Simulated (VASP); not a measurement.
# AlNi (Pm-3m) in VASP: a series of runs

Runs on AlNi. Level: PBEsol. Tasks: single point.

Everything below comes from runs of VASP 6.6.1. Logs are shortened: lines on timing, memory, paths and dates and some standing lists are left out, and cuts for length are marked.

## (1) The cell of the first run

It takes space group Pm-3m (No. 221, cubic). The conventional cell has a = 2.881 Å, b = 2.881 Å, c = 2.881 Å, α = 90.00°, β = 90.00°, γ = 90.00°. Ni (site symmetry m-3m) has 8 Al at 2.50 Å and 6 Ni at 2.88 Å within 3.3 Å. Within 3.3 Å of Al (site symmetry m-3m) lie 8 Ni at 2.50 Å and 6 Al at 2.88 Å.

## (2) Single point, PBEsol, collinear spin, ferromagnetic start

The input, INCAR:

```
SYSTEM = AlNi
PREC = Accurate
ENCUT = 520
EDIFF = 1E-6
ISMEAR = -1
SIGMA = 0.05
LREAL = .FALSE.
LASPH = .TRUE.
NELM = 150
ALGO = Normal
ISIF = 2
LWAVE = .FALSE.
LCHARG = .FALSE.
ISPIN = 2
MAGMOM = 0.2 0
LORBIT = 11
NUPDOWN = 0.2
LMAXMIX = 4
GGA = PS
NBANDS = 18
```

The input, KPOINTS:

```
regular mesh
0
G
  8 8 8
  0 0 0
```

The input, POSCAR:

```
AlNi
1.0
    2.8810000000      0.0000000000      0.0000000000
    0.0000000000      2.8810000000      0.0000000000
    0.0000000000      0.0000000000      2.8810000000
Ni Al
1 1
Direct
    0.5000000000      0.5000000000      0.5000000000
    0.0000000000      0.0000000000      0.0000000000
```

Potentials or basis: VASP PAW PBE potentials, release 64 (Ni, Al).

Launch:

```
cat potpaw_PBE.64/Ni/POTCAR potpaw_PBE.64/Al/POTCAR > POTCAR
mpirun -np 1 vasp_std > vasp.out
```

OUTCAR:

```text
SYSTEM = AlNi
   PREC = Accurate
   ENCUT = 520
   EDIFF = 1E-6
   ISMEAR = -1
   LREAL = .FALSE.
   LASPH = .TRUE.
   NELM = 150
   ISIF = 2
   ISPIN = 2
   LORBIT = 11
   NUPDOWN = 0.2
   GGA = PS

 ion  position               nearest neighbor table
   1  0.500  0.500  0.500-   2 2.50   2 2.50   2 2.50   2 2.50   2 2.50   2 2.50   2 2.50   2 2.50

   2  0.000  0.000  0.000-   1 2.50   1 2.50   1 2.50   1 2.50   1 2.50   1 2.50   1 2.50   1 2.50

  LATTYP: Found a simple cubic cell.
 ALAT       =     2.8810000000

  Lattice vectors:

 A1 = (   2.8810000000,   0.0000000000,   0.0000000000)
 A2 = (   0.0000000000,   2.8810000000,   0.0000000000)
 A3 = (   0.0000000000,   0.0000000000,   2.8810000000)

Analysis of symmetry for initial positions (statically):
=====================================================================
 Subroutine PRICEL returns:
 Original cell was already a primitive cell.

 Routine SETGRP: Setting up the symmetry group for a
 simple cubic supercell.

 Subroutine GETGRP returns: Found 48 space group operations
 (whereof 48 operations were pure point group operations)
 out of a pool of 48 trial point group operations.

The static configuration has the point symmetry O_h .

Analysis of symmetry for dynamics (positions and initial velocities):
=====================================================================
 Subroutine PRICEL returns:
 Original cell was already a primitive cell.

 Routine SETGRP: Setting up the symmetry group for a
 simple cubic supercell.

 Subroutine GETGRP returns: Found 48 space group operations
 (whereof 48 operations were pure point group operations)
 out of a pool of 48 trial point group operations.

The dynamic configuration has the point symmetry O_h .

Analysis of structural, dynamic, and magnetic symmetry:
=====================================================================
 Subroutine PRICEL returns:
 Original cell was already a primitive cell.

 Routine SETGRP: Setting up the symmetry group for a
 simple cubic supercell.

 Subroutine GETGRP returns: Found 48 space group operations
 (whereof 48 operations were pure point group operations)
 out of a pool of 48 trial point group operations.

The overall configuration has the point symmetry O_h .

 Subroutine INISYM returns: Found 48 space group operations
 (whereof 48 operations are pure point group operations),
 and found     1 'primitive' translations

----------------------------------------------------------------------------------------

[... 115 lines left out ...]
  Thomas-Fermi vector in A             =   2.464773
   LORBIT       =     11    0 simple, 1 ext, 2 COOP (PROOUT), +10 PAW based schemes
   GGA     = PS    functional components
   LHFCALC =     F    Hartree Fock is set to
   AEXX    =    0.0000 exact exchange contribution
   IVDW    =     0    specifies the selected vdW correction
   LEPSILON=     F    determine dielectric tensor
   LRPA    =     F    only Hartree local field effects (RPA)
 spin polarized calculation
  energy-cutoff  :      520.00
  volume of cell :       23.91
 maximum number of plane-waves:       660
 NGX is ok and might be reduce to    24
   NGX = 11   NGY = 11   NGZ = 11

 number of electron      13.0000015 magnetization       0.2000001

 Free energy of the ion-electron system (eV)
  ---------------------------------------------------
  ext. energy  EPLUGINS =         0.00000000
  ---------------------------------------------------
  free energy    TOTEN  =       -11.57126610 eV

  energy without entropy =      -11.56396522  energy(sigma->0) =      -11.56761566

 E-fermi :   9.7474     XC(G=0): -12.1667

 val. band max:        9.8680437054   @ k =   0.5000   0.3750   0.3750
 cond. band min:       9.7478557540   @ k =   0.3750   0.2500   0.0000
 fundamental gap:     -0.1201879514
 Fermi energy:        10.0891009268

 spin component 1

 k-point     1 :       0.0000    0.0000    0.0000
  band No.  band energies     occupation
      1      -1.2559      1.00000
      2       6.5569      1.00000
      3       6.5569      1.00000
      4       8.2783      1.00000
      5       8.2783      1.00000
      6       8.2783      1.00000
[... 493 lines left out ...]
     17      33.8290      0.00000
     18      36.5484      0.00000

 [... further k-points ...]

 spin component 2

 k-point     1 :       0.0000    0.0000    0.0000
  band No.  band energies     occupation
      1      -1.2103      1.00000
      2       6.7339      1.00000
      3       6.7339      1.00000
      4       8.3951      1.00000
      5       8.3951      1.00000
      6       8.3951      1.00000
[... 493 lines left out ...]
     17      33.8695      0.00000
     18      36.6191      0.00000

 [... further k-points ...]

------------------------ aborting loop because EDIFF is reached ----------------------------------------

  FORCE on cell =-STRESS in cart. coord.  units (eV):
  Direction    XX          YY          ZZ          XY          YZ          ZX
  --------------------------------------------------------------------------------------
  -------------------------------------------------------------------------------------
  Total       -0.4259312     -0.4259312     -0.4259312      0.0000000     -0.0000000      0.0000000
  in kB      -28.5377830    -28.5377830    -28.5377830      0.0000000     -0.0000000      0.0000000
  external PRESSURE =     -28.5377830 kB  Pullay stress =       0.0000000 kB

 VOLUME and BASIS-vectors are now :
 -----------------------------------------------------------------------------
  energy-cutoff  :      520.00
  volume of cell :       23.91
      direct lattice vectors                 reciprocal lattice vectors
     2.881000000  0.000000000  0.000000000     0.347101701  0.000000000  0.000000000
     0.000000000  2.881000000  0.000000000     0.000000000  0.347101701  0.000000000
     0.000000000  0.000000000  2.881000000     0.000000000  0.000000000  0.347101701

 POSITION                                       TOTAL-FORCE (eV/Angst)
 -----------------------------------------------------------------------------------
      1.44050      1.44050      1.44050         0.000000      0.000000      0.000000
      0.00000      0.00000      0.00000         0.000000      0.000000      0.000000
 -----------------------------------------------------------------------------------
    total drift:                                0.000000      0.000000     -0.000000

  FREE ENERGIE OF THE ION-ELECTRON SYSTEM (eV)
  ---------------------------------------------------
  free  energy   TOTEN  =       -11.5712660969 eV

  energy  without entropy=      -11.5639652210  energy(sigma->0) =      -11.56761566

 total charge

# of ion       s       p       d       tot
------------------------------------------
    1        0.480   0.521   8.474   9.475
    2        0.383   0.413   0.000   0.796
--------------------------------------------------
tot          0.863   0.935   8.474  10.271

 magnetization (x)

# of ion       s       p       d       tot
------------------------------------------
    1        0.007   0.013   0.144   0.164
    2        0.001   0.008   0.000   0.010
--------------------------------------------------
tot          0.009   0.021   0.144   0.174
```

It took 15 s on 1 thread of Intel Xeon Platinum 8488C (Sapphire Rapids), shared host; peak memory 0.16 GiB.

What came out:

| Property | Result |
| --- | --- |
| Free energy | -11.5713 eV |
| Pressure | -2.9 GPa |
| Net moment | 0.20 μB per cell |
| Site moments | Ni +0.16; Al +0.01 μB |
| Valence electrons inside the program's atomic spheres | Ni 9.47; Al 0.80 |

Caveat: the PAW data sets were made with another functional, which shifts forces and pressure a little; the total moment is fixed, so each spin has its own Fermi level.

## (3) Single point, PBEsol, collinear spin, ferromagnetic start

The input, INCAR:

```
SYSTEM = AlNi
  ALGO = Normal
  EDIFF = 1E-7
  ENCUT = 520
  GGA = PS
  ISIF = 2
  ISMEAR = -1
  ISPIN = 2
  LASPH = .True.
  LCHARG = .True.
  LELF = .True.
  LMAXMIX = 4
  LORBIT = 11
  LREAL = .False.
  LVHAR = .True.
  LWAVE = .False.
  MAGMOM = 0.5 0
  NBANDS = 18
  NELM = 150
  NUPDOWN = 0.5
  PREC = Accurate
  SIGMA = 0.05
```

The input, KPOINTS:

```
k-points
0
Gamma
  8 8 8
  0 0 0
```

POSCAR is that of step 2.

Potentials or basis: VASP PAW PBE potentials, release 64 (Ni, Al).

Launch:

```
cat potpaw_PBE.64/Ni/POTCAR potpaw_PBE.64/Al/POTCAR > POTCAR
mpirun -np 1 vasp_std > vasp.out
```

Run time: 23 s. Hardware: 1 thread of Intel Xeon Platinum 8488C (Sapphire Rapids), shared host; peak memory 0.16 GiB.

The run converged. Its results:

| Item | Value |
| --- | --- |
| Free energy | -11.4645 eV |
| Pressure | -2.3 GPa |
| Net moment | 0.50 μB per cell |
| Site moments | Ni +0.39; Al +0.03 μB |
| Valence electrons inside the program's atomic spheres | Ni 9.46; Al 0.80 |

Caveat: the PAW data sets were made with another functional, which shifts forces and pressure a little; the total moment is fixed, so each spin has its own Fermi level.

## (4) Single point, PBEsol, collinear spin, ferromagnetic start

The input, INCAR:

```
  PREC = Accurate
  ENCUT = 520
  EDIFF = 1E-6
  ISMEAR = -1
  SIGMA = 0.05
  LREAL = F
  LASPH = T
  NELM = 150
  ALGO = Normal
  ISIF = 2
  LWAVE = F
  LCHARG = F
  ISPIN = 2
  MAGMOM = 0.8 0
  LORBIT = 11
  NUPDOWN = 0.8
  LMAXMIX = 4
  GGA = PS
  NBANDS = 18
```

The input, KPOINTS:

```
regular mesh
0
Gamma
  8 8 8
```

POSCAR is that of step 3.

Potentials or basis: VASP PAW PBE potentials, release 64 (Ni, Al).

Launch:

```
cat potpaw_PBE.64/Ni/POTCAR potpaw_PBE.64/Al/POTCAR > POTCAR
mpirun -np 1 vasp_std > vasp.out
```

OUTCAR:

```text
PREC = Accurate
   ENCUT = 520
   EDIFF = 1E-6
   ISMEAR = -1
   LREAL = F
   LASPH = T
   NELM = 150
   ISIF = 2
   ISPIN = 2
   LORBIT = 11
   NUPDOWN = 0.8
   GGA = PS

 ion  position               nearest neighbor table
   1  0.500  0.500  0.500-   2 2.50   2 2.50   2 2.50   2 2.50   2 2.50   2 2.50   2 2.50   2 2.50

   2  0.000  0.000  0.000-   1 2.50   1 2.50   1 2.50   1 2.50   1 2.50   1 2.50   1 2.50   1 2.50

  LATTYP: Found a simple cubic cell.
 ALAT       =     2.8810000000

  Lattice vectors:

 A1 = (   2.8810000000,   0.0000000000,   0.0000000000)
 A2 = (   0.0000000000,   2.8810000000,   0.0000000000)
 A3 = (   0.0000000000,   0.0000000000,   2.8810000000)

Analysis of symmetry for initial positions (statically):
=====================================================================
 Subroutine PRICEL returns:
 Original cell was already a primitive cell.

 Routine SETGRP: Setting up the symmetry group for a
 simple cubic supercell.

 Subroutine GETGRP returns: Found 48 space group operations
 (whereof 48 operations were pure point group operations)
 out of a pool of 48 trial point group operations.

The static configuration has the point symmetry O_h .

Analysis of symmetry for dynamics (positions and initial velocities):
=====================================================================
 Subroutine PRICEL returns:
 Original cell was already a primitive cell.

 Routine SETGRP: Setting up the symmetry group for a
 simple cubic supercell.

 Subroutine GETGRP returns: Found 48 space group operations
 (whereof 48 operations were pure point group operations)
 out of a pool of 48 trial point group operations.

The dynamic configuration has the point symmetry O_h .

Analysis of structural, dynamic, and magnetic symmetry:
=====================================================================
[... 150 lines left out ...]
 Free energy of the ion-electron system (eV)
  ---------------------------------------------------
  ext. energy  EPLUGINS =         0.00000000
  ---------------------------------------------------
  free energy    TOTEN  =       -11.25980397 eV

  energy without entropy =      -11.25004210  energy(sigma->0) =      -11.25492303

 E-fermi :   9.3845     XC(G=0): -12.1739

 val. band max:       10.9946101785   @ k =   0.5000   0.5000   0.0000
 cond. band min:       9.3854316419   @ k =   0.5000   0.1250   0.0000
 fundamental gap:     -1.6091785366
 Fermi energy:        10.9953786935

 spin component 1

 k-point     1 :       0.0000    0.0000    0.0000
  band No.  band energies     occupation
      1      -1.3471      1.00000
      2       6.1442      1.00000
      3       6.1442      1.00000
      4       7.9203      1.00000
      5       7.9203      1.00000
      6       7.9203      1.00000
[... 493 lines left out ...]
     17      33.7785      0.00000
     18      36.3743      0.00000

 [... further k-points ...]

 spin component 2

 k-point     1 :       0.0000    0.0000    0.0000
  band No.  band energies     occupation
      1      -1.1031      1.00000
      2       6.7894      1.00000
      3       6.7894      1.00000
      4       8.3328      1.00000
      5       8.3328      1.00000
      6       8.3328      1.00000
[... 493 lines left out ...]
     17      34.0096      0.00000
     18      36.6791      0.00000

 [... further k-points ...]

------------------------ aborting loop because EDIFF is reached ----------------------------------------

  FORCE on cell =-STRESS in cart. coord.  units (eV):
  Direction    XX          YY          ZZ          XY          YZ          ZX
  --------------------------------------------------------------------------------------
  -------------------------------------------------------------------------------------
  Total       -0.1040782     -0.1040782     -0.1040782     -0.0000000      0.0000000     -0.0000000
  in kB       -6.9733347     -6.9733347     -6.9733347     -0.0000000      0.0000000     -0.0000000
  external PRESSURE =      -6.9733347 kB  Pullay stress =       0.0000000 kB

 VOLUME and BASIS-vectors are now :
 -----------------------------------------------------------------------------
  energy-cutoff  :      520.00
  volume of cell :       23.91
      direct lattice vectors                 reciprocal lattice vectors
     2.881000000  0.000000000  0.000000000     0.347101701  0.000000000  0.000000000
     0.000000000  2.881000000  0.000000000     0.000000000  0.347101701  0.000000000
     0.000000000  0.000000000  2.881000000     0.000000000  0.000000000  0.347101701

 POSITION                                       TOTAL-FORCE (eV/Angst)
 -----------------------------------------------------------------------------------
      1.44050      1.44050      1.44050         0.000000      0.000000      0.000000
      0.00000      0.00000      0.00000         0.000000      0.000000      0.000000
 -----------------------------------------------------------------------------------
    total drift:                                0.000000      0.000000     -0.000000

  FREE ENERGIE OF THE ION-ELECTRON SYSTEM (eV)
  ---------------------------------------------------
  free  energy   TOTEN  =       -11.2598039670 eV

  energy  without entropy=      -11.2500420952  energy(sigma->0) =      -11.25492303

 total charge

# of ion       s       p       d       tot
------------------------------------------
    1        0.478   0.548   8.422   9.448
    2        0.381   0.420   0.000   0.801
--------------------------------------------------
tot          0.860   0.967   8.422  10.249

 magnetization (x)

# of ion       s       p       d       tot
------------------------------------------
    1        0.028   0.070   0.498   0.596
    2        0.008   0.045   0.000   0.053
--------------------------------------------------
tot          0.036   0.114   0.498   0.648
```

OSZICAR:

```text
N       E                     dE             d eps       ncg     rms          rms(c)
DAV:   1     0.451301729998E+02    0.45130E+02   -0.50140E+03  2592   0.759E+02
DAV:   2    -0.103765715860E+02   -0.55507E+02   -0.48809E+02  2716   0.164E+02
DAV:   3    -0.130842255937E+02   -0.27077E+01   -0.26456E+01  3084   0.372E+01
DAV:   4    -0.131190838623E+02   -0.34858E-01   -0.34826E-01  2950   0.371E+00
DAV:   5    -0.131198510213E+02   -0.76716E-03   -0.76711E-03  2994   0.606E-01    0.135E+01
DAV:   6    -0.152085644808E+02   -0.20887E+01   -0.47626E+01  2890   0.835E+01    0.187E+01
DAV:   7    -0.112906303651E+02    0.39179E+01   -0.14486E+01  2956   0.474E+01    0.157E+00
DAV:   8    -0.112774416867E+02    0.13189E-01   -0.29111E-01  3220   0.477E+00    0.119E+00
DAV:   9    -0.112624217075E+02    0.15020E-01   -0.19845E-02  3562   0.149E+00    0.676E-01
DAV:  10    -0.112599641641E+02    0.24575E-02   -0.55899E-03  3478   0.753E-01    0.176E-01
DAV:  11    -0.112598027837E+02    0.16138E-03   -0.69621E-04  3344   0.320E-01    0.760E-02
DAV:  12    -0.112598060870E+02   -0.33033E-05   -0.17043E-05  3080   0.307E-02    0.416E-02
DAV:  13    -0.112598042859E+02    0.18011E-05   -0.64986E-06  3110   0.233E-02    0.669E-03
DAV:  14    -0.112598039670E+02    0.31897E-06   -0.60246E-07  1410   0.841E-03
   1 F= -.11259804E+02 E0= -.11254923E+02  d E =-.976187E-02  mag=     0.8000
```

stdout:

```text
POSCAR found type information on POSCAR NiAl
 POSCAR found :  2 types and       2 ions
 scaLAPACK will be used
 -----------------------------------------------------------------------------
|                                                                             |
|                                                                             |
|     You enforced a specific xc type in the INCAR file but a different       |
|     I HOPE YOU KNOW WHAT YOU ARE DOING!                                     |
|                                                                             |
 -----------------------------------------------------------------------------

 LDA part: xc-table for (Slater+PW92), standard interpolation
 POSCAR, INCAR and KPOINTS ok, starting setup
 FFT: planning ... GRIDC
 FFT: planning ... GRID_SOFT
 FFT: planning ... GRID
 WAVECAR not read
 entering main loop
```

Wall time 21 s (1 thread of Intel Xeon Platinum 8488C (Sapphire Rapids), shared host); peak memory 0.16 GiB.

What came out:

```yaml
Free_energy: -11.2598 eV
Pressure: -0.7 GPa
Net_moment: 0.80 μB per cell
Site_moments: Ni +0.60; Al +0.05 μB
Valence_electrons_inside_the_program's_atomic_spheres: Ni 9.45; Al 0.80
```

Caveat: the PAW data sets were made with another functional, which shifts forces and pressure a little; the total moment is fixed, so each spin has its own Fermi level.

## (5) Overview

| fixed moment (μB) | pressure (GPa) | moment (μB) |
| --- | --- | --- |
| 0.2 | -2.9 | 0.20 |
| 0.5 | -2.3 | 0.50 |
| 0.8 | -0.7 | 0.80 |

Alike in all rows: task single point; level PBEsol; potentials or basis VASP PAW PBE potentials, release 64 (Ni, Al); spin collinear, ferromagnetic start; cell as given; k mesh 8 × 8 × 8; cutoff (eV) 520; smearing fermi-dirac 0.05 eV.

Caveats: the PAW data sets were made with another functional, which shifts forces and pressure a little; the total moment is fixed, so each spin has its own Fermi level.

Total energies depend on the potentials used, so only differences within one code and one set of settings carry meaning.
